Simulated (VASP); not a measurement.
# Mo in VASP: a series of runs, part 2 of 2

VASP 6.6.1.

## Step 5: Single point, PBE

The input, INCAR:

```
  PREC = Accurate
  ENCUT = 500
  EDIFF = 1E-6
  ISMEAR = 1
  SIGMA = 0.1
  LREAL = F
  LASPH = T
  NELM = 120
  ALGO = Normal
  ISIF = 2
  LWAVE = F
  LCHARG = F
  GGA = PE
  NBANDS = 13
  GGA_COMPAT = F
```

The input, KPOINTS:

```
regular mesh
0
Gamma
  8 8 8
```

The input, POSCAR:

```
Mo
1.0
   -1.5943890000      1.5912960000      1.5845360000
    1.6123860000     -1.5430600000      1.5542960000
    1.6065880000      1.5552580000     -1.5362990000
Mo
1
Direct
   -0.0048930000     -0.0285050000     -0.0279780000
```

Potentials or basis: VASP PAW PBE potentials, release 64 (Mo_sv).

The run is started by

```console
> cat potpaw_PBE.64/Mo_sv/POTCAR > POTCAR
> mpirun -np 1 vasp_std > vasp.out
```

OUTCAR:

```text
PREC = Accurate
   ENCUT = 500
   EDIFF = 1E-6
   ISMEAR = 1
   LREAL = F
   LASPH = T
   NELM = 120
   ISIF = 2
   GGA = PE

 ion  position               nearest neighbor table
   1  0.995  0.971  0.972-

  LATTYP: Found a triclinic cell.
 ALAT       =     2.7129627837
 B/A-ratio  =     1.6130813238
 C/A-ratio  =     1.0280313660
 COS(alpha) =     0.0004862213
 COS(beta)  =     0.3491603603
 COS(gamma) =     0.8050038492

  Lattice vectors:

 A1 = (   1.6065880000,   1.5552580000,  -1.5362990000)
 A2 = (  -0.0057980000,   3.0983180000,  -3.0905950000)
 A3 = (   1.6245850000,   1.6034940000,   1.6025330000)

Analysis of symmetry for initial positions (statically):
=====================================================================
 Subroutine PRICEL returns:
 Original cell was already a primitive cell.

 Routine SETGRP: Setting up the symmetry group for a
 triclinic supercell.

 Subroutine GETGRP returns: Found  2 space group operations
 (whereof  1 operations were pure point group operations)
 out of a pool of  2 trial point group operations.

The static configuration has the point symmetry C_1 .
 The point group associated with its full space group is S_2 .

Analysis of symmetry for dynamics (positions and initial velocities):
=====================================================================
 Subroutine PRICEL returns:
 Original cell was already a primitive cell.

 Routine SETGRP: Setting up the symmetry group for a
 triclinic supercell.

 Subroutine GETGRP returns: Found  2 space group operations
 (whereof  1 operations were pure point group operations)
 out of a pool of  2 trial point group operations.

The dynamic configuration has the point symmetry C_1 .
 The point group associated with its full space group is S_2 .

 Subroutine INISYM returns: Found  2 space group operations
 (whereof  1 operations are pure point group operations),
 and found     1 'primitive' translations
[... 117 lines left out ...]
   LORBIT       =      0    0 simple, 1 ext, 2 COOP (PROOUT), +10 PAW based schemes
   GGA     = PE    functional components
   LHFCALC =     F    Hartree Fock is set to
   AEXX    =    0.0000 exact exchange contribution
   IVDW    =     0    specifies the selected vdW correction
   LEPSILON=     F    determine dielectric tensor
   LRPA    =     F    only Hartree local field effects (RPA)
 non-spin polarized calculation
 Methfessel and Paxton  Order N= 1 SIGMA  =   0.10
  energy-cutoff  :      500.00
  volume of cell :       15.89
 maximum number of plane-waves:       413
   NGX =  9   NGY =  9   NGZ =  9

 number of electron      14.0000002 magnetization

 Free energy of the ion-electron system (eV)
  ---------------------------------------------------
  ext. energy  EPLUGINS =         0.00000000
  ---------------------------------------------------
  free energy    TOTEN  =       -10.90438041 eV

  energy without entropy =      -10.90423443  energy(sigma->0) =      -10.90433175

 E-fermi :  12.2190     XC(G=0): -13.2978

 val. band max:       12.2127199307   @ k =  -0.0000  -0.0000   0.3750
 cond. band min:      12.2389802350   @ k =   0.3750  -0.0000   0.0000
 fundamental gap:      0.0262603043
 Fermi energy:        12.2189977372

 k-point     1 :       0.0000    0.0000    0.0000
  band No.  band energies     occupation
      1     -48.9569      2.00000
      2     -22.2963      2.00000
      3     -22.2517      2.00000
      4     -22.2253      2.00000
      5       5.1504      2.00000
      6      10.6591      2.00000
      7      11.0433      2.00000
      8      11.2639      2.00000
      9      13.7865     -0.00000
     10      14.1577     -0.00000
     11      26.8275      0.00000
     12      27.0238      0.00000
     13      27.5953      0.00000
[... 354 lines left out ...]
  band No.  band energies     occupation
      1     -48.6924      2.00000
      2     -23.3444      2.00000
      3     -22.9799      2.00000
      4     -22.3757      2.00000
      5       8.4043      2.00000
      6       9.4848      2.00000
      7      10.7530      2.00000
      8      14.0567     -0.00000
      9      14.8393      0.00000
     10      20.5977      0.00000
     11      22.3174      0.00000
     12      24.2775      0.00000
     13      29.2333      0.00000

 [... further k-points ...]

------------------------ aborting loop because EDIFF is reached ----------------------------------------

  FORCE on cell =-STRESS in cart. coord.  units (eV):
  Direction    XX          YY          ZZ          XY          YZ          ZX
  --------------------------------------------------------------------------------------
  -------------------------------------------------------------------------------------
  Total       -0.4215401      0.1036591      0.1621087     -0.0652986     -0.2225707     -0.0967569
  in kB      -42.4992346     10.4508041     16.3436321     -6.5833374    -22.4393475     -9.7549340
  external PRESSURE =      -5.2349328 kB  Pullay stress =       0.0000000 kB

 VOLUME and BASIS-vectors are now :
 -----------------------------------------------------------------------------
  energy-cutoff  :      500.00
  volume of cell :       15.89
      direct lattice vectors                 reciprocal lattice vectors
    -1.594389000  1.591296000  1.584536000    -0.002940527  0.313008856  0.313796541
     1.612386000 -1.543060000  1.554296000     0.308909115 -0.006055912  0.316911729
     1.606588000  1.555258000 -1.536299000     0.309494982  0.316709912 -0.006641579

 POSITION                                       TOTAL-FORCE (eV/Angst)
 -----------------------------------------------------------------------------------
      1.54148      1.59618      1.59346         0.000000      0.000000      0.000000
 -----------------------------------------------------------------------------------
    total drift:                               -0.000013     -0.000006     -0.000006

  FREE ENERGIE OF THE ION-ELECTRON SYSTEM (eV)
  ---------------------------------------------------
  free  energy   TOTEN  =       -10.9043804137 eV

  energy  without entropy=      -10.9042344256  energy(sigma->0) =      -10.90433175
```

OSZICAR:

```text
N       E                     dE             d eps       ncg     rms          rms(c)
DAV:   1     0.855068004291E+02    0.85507E+02   -0.78913E+03  6821   0.107E+03
DAV:   2    -0.104842221595E+02   -0.95991E+02   -0.92394E+02  7845   0.303E+02
DAV:   3    -0.115841409840E+02   -0.10999E+01   -0.10960E+01  7405   0.319E+01
DAV:   4    -0.115866910125E+02   -0.25500E-02   -0.25500E-02  7690   0.188E+00
DAV:   5    -0.115867080306E+02   -0.17018E-04   -0.17019E-04  7580   0.134E-01    0.142E+01
DAV:   6    -0.109888775438E+02    0.59783E+00   -0.74312E-01  7060   0.106E+01    0.375E+00
DAV:   7    -0.109077206262E+02    0.81157E-01   -0.15006E-01  7665   0.452E+00    0.999E-01
DAV:   8    -0.109044121694E+02    0.33085E-02   -0.48459E-03  6895   0.888E-01    0.194E-01
DAV:   9    -0.109043706481E+02    0.41521E-04   -0.24633E-04  7905   0.196E-01    0.615E-02
DAV:  10    -0.109043800916E+02   -0.94435E-05   -0.20814E-05  7180   0.543E-02    0.234E-03
DAV:  11    -0.109043804137E+02   -0.32212E-06   -0.19598E-07  4385   0.547E-03
   1 F= -.10904380E+02 E0= -.10904332E+02  d E =-.145988E-03
```

Wall time 22 s (1 thread of AMD EPYC 7R13 (Zen 3), shared host); peak memory 0.13 GiB.

Results:

```yaml
Free_energy: -10.9044 eV
Pressure: -0.5 GPa
Band_gap_on_the_k_mesh: zero (bands 7 and 8 overlap by 4.65 eV)
```

Levels at points of the mesh, in eV from the Fermi level:
```
           k point  band 5  band 6  band 7  band 8  band 9  band 10
(0.00, 0.00, 0.00)   -7.07   -1.56   -1.18   -0.96    1.57     1.94
(0.50, 0.00, 0.00)   -5.12   -3.49    1.56    2.14    2.67     4.61
(0.00, 0.50, 0.00)   -5.10   -3.17    1.54    1.67    2.45     4.64
(0.50, 0.50, 0.00)   -5.11   -3.09    1.56    1.67    2.31     4.74
(0.00, 0.00, 0.50)   -5.10   -3.13    1.55    1.62    2.39     4.65
(0.50, 0.00, 0.50)   -5.11   -3.11    1.57    1.72    2.31     4.76
(0.00, 0.50, 0.50)   -5.16   -3.33    1.85    2.06    2.29     4.94
(0.50, 0.50, 0.50)   -5.24   -5.17    3.69    3.99    4.29     8.62
```

## Step 6: Single point, PBE

The input, INCAR:

```
SYSTEM = Mo
ALGO = Normal
EDIFF = 1E-6
ENCUT = 500
GGA = PE
GGA_COMPAT = .FALSE.
ISIF = 2
ISMEAR = 1
LASPH = .TRUE.
LCHARG = .FALSE.
LREAL = .FALSE.
LWAVE = .FALSE.
NBANDS = 13
NELM = 120
PREC = Accurate
SIGMA = 0.1
```

The input, KPOINTS:

```
k-points
0
G
  8 8 8
  0 0 0
```

POSCAR is that of step 5.

Potentials or basis: VASP PAW PBE potentials, release 64 (Mo_sv).

The run is started by

```console
> cat potpaw_PBE.64/Mo_sv/POTCAR > POTCAR
> mpirun -np 1 vasp_std > vasp.out
```

It took 22 s on 1 thread of AMD EPYC 7R13 (Zen 3), shared host; peak memory 0.13 GiB.

The run converged. Its results:

* Free energy: -10.9044 eV
* Pressure: -0.5 GPa
* Band gap on the k mesh: zero (bands 7 and 8 overlap by 4.65 eV)

Stress tensor (GPa, compression positive):
```
-4.25 -0.66 -0.98
-0.66  1.05 -2.24
-0.98 -2.24  1.63
```

Levels at points of the mesh, in eV from the Fermi level:
```tsv
k point	band 3	band 4	band 5	band 6	band 7	band 8	band 9	band 10	band 11	band 12
(0.00, 0.00, 0.00)	-34.47	-34.44	-7.07	-1.56	-1.18	-0.96	1.57	1.94	14.61	14.80
(0.50, 0.00, 0.00)	-34.86	-34.48	-5.12	-3.49	1.56	2.14	2.67	4.61	11.30	12.22
(0.00, 0.50, 0.00)	-34.87	-34.47	-5.10	-3.17	1.54	1.67	2.45	4.64	11.32	12.14
(0.50, 0.50, 0.00)	-34.91	-34.48	-5.11	-3.09	1.56	1.67	2.31	4.74	11.50	12.00
(0.00, 0.00, 0.50)	-34.87	-34.47	-5.10	-3.13	1.55	1.62	2.39	4.65	11.34	12.13
(0.50, 0.00, 0.50)	-34.92	-34.48	-5.11	-3.11	1.57	1.72	2.31	4.76	11.57	11.97
(0.00, 0.50, 0.50)	-34.98	-34.52	-5.16	-3.33	1.85	2.06	2.29	4.94	11.75	12.02
(0.50, 0.50, 0.50)	-35.44	-35.30	-5.24	-5.17	3.69	3.99	4.29	8.62	9.09	9.46
```

## Step 7: The runs side by side

| level | spin | cell | k mesh | cutoff (eV) | smearing | gap on the mesh (eV) | pressure (GPa) |
| --- | --- | --- | --- | --- | --- | --- | --- |
| PBE+D3(BJ) | collinear, zero start | a = 2.743 Å, angles 109.5°, 1 atom | 12 × 12 × 12 | 500 | gaussian 0.1 eV | none | -8.7 |
| r2SCAN | off | a = 2.743 Å, angles 109.5°, 1 atom | 10 × 10 × 10 | 550 | fermi-dirac 0.1 eV | none | -3.2 |
| PBE | off | a = 2.754, b = 2.720, c = 2.713 Å, angles 107.3, 109.7, 110.0°, 1 atom | 8 × 8 × 8 | 500 | methfessel-paxton 0.1 eV | none | -0.5 |

Alike in all rows: task single point; potentials or basis VASP PAW PBE potentials, release 64 (Mo_sv).

Caveats: the cell stands under tension (at least some runs); three body term missing (at least some runs); the PAW data sets were made with another functional, which shifts forces and pressure a little (at least some runs).

Total energies depend on the potentials used, so only differences within one code and one set of settings carry meaning.
